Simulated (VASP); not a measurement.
A run of VASP 6.6.1 is set up as follows.

Contents of INCAR:

```
SYSTEM = PtS2
PREC = Accurate ; ENCUT = 520
EDIFF = 1E-6 ; ISMEAR = -1
SIGMA = 0.02 ; LREAL = .FALSE.
LASPH = .TRUE. ; NELM = 100
ALGO = Normal ; ISIF = 2
LWAVE = .FALSE. ; LCHARG = .FALSE.
GGA = PE ; NBANDS = 18
```

KPOINTS

```
regular mesh
0
G
  12 12 6
  0 0 0
```

POSCAR

```
PtS2
1.0
    3.6059312036      0.0000000000      0.0000000000
   -1.8029656018      3.0766778587      0.0000000000
    0.0000000000      0.0000000000      5.1227110550
Pt S
1 2
Direct
    0.0000000000      0.0000000000      0.0000000000
    0.3346053222      0.6692106443      0.2367993083
    0.6653946778      0.3307893557      0.7632006917
```

Potentials or basis: VASP PAW PBE potentials, release 64 (Pt, S).

Run with:

```bash
$ cat potpaw_PBE.64/Pt/POTCAR potpaw_PBE.64/S/POTCAR > POTCAR
$ mpirun -np 1 vasp_std > vasp.out
```

**Question.** Estimate the pressure.

**Answer.** 1.7 GPa.

**Question.** Estimate the largest force.

**Answer.** 0.016 eV/Å.

Stress tensor (GPa, compression positive):
```
0.62 0.00 0.00
0.00 2.67 0.21
0.00 0.21 1.90
```

Caveat: the cell differs from its parent crystal (uniaxial x strain +1.5%).
